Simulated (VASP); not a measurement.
Write the native input for VASP 6.6.1 that does the following.

- Task: single point
- Functional: LDA
- Potentials or basis: VASP PAW LDA potentials, release 64 (Si, C)
- Cutoff: 520 eV
- k mesh: 8 × 8 × 8
- Occupations: gaussian, width 0.01 eV
- Spin: no spin polarisation
- Dipole correction: no
- Further INCAR settings: ALGO = Normal; EDIFF = 1e-06; NBANDS = 11

The structure of SiC (Moissanite 3C) lies in POSCAR:

```
SiC
1.0
    0.0000000000      2.2356225527      2.2356225527
    2.2356225527      0.0000000000      2.2356225527
    2.2356225527      2.2356225527      0.0000000000
Si C
1 1
Direct
    0.0000000000      0.0000000000      0.0000000000
    0.2500000000      0.2500000000      0.2500000000
```

These files were run (other wordings do the same):

INCAR

```
PREC = Accurate
ENCUT = 520
EDIFF = 1E-6
ISMEAR = 0
SIGMA = 0.01
LREAL = False
LASPH = True
NELM = 80
ALGO = Normal
ISIF = 2
LWAVE = False
LCHARG = False
GGA = CA
NBANDS = 11
```

KPOINTS

```
regular mesh
0
Gamma
  8 8 8
```

Potentials or basis: VASP PAW LDA potentials, release 64 (Si, C).

Launch:

```sh
$ cat potpaw_LDA.64/Si/POTCAR potpaw_LDA.64/C/POTCAR > POTCAR
$ mpirun -np 1 vasp_std > vasp.out
```

It gave:

```yaml
Pressure: -18.1 GPa
Band_gap_on_the_k_mesh: 1.36 eV, indirect (least direct gap 4.41 eV)
```

It took 3 s on 1 thread of Intel(R) Xeon(R) Platinum 8488C (Sapphire Rapids) (shared host), peak memory 0.12 GiB.
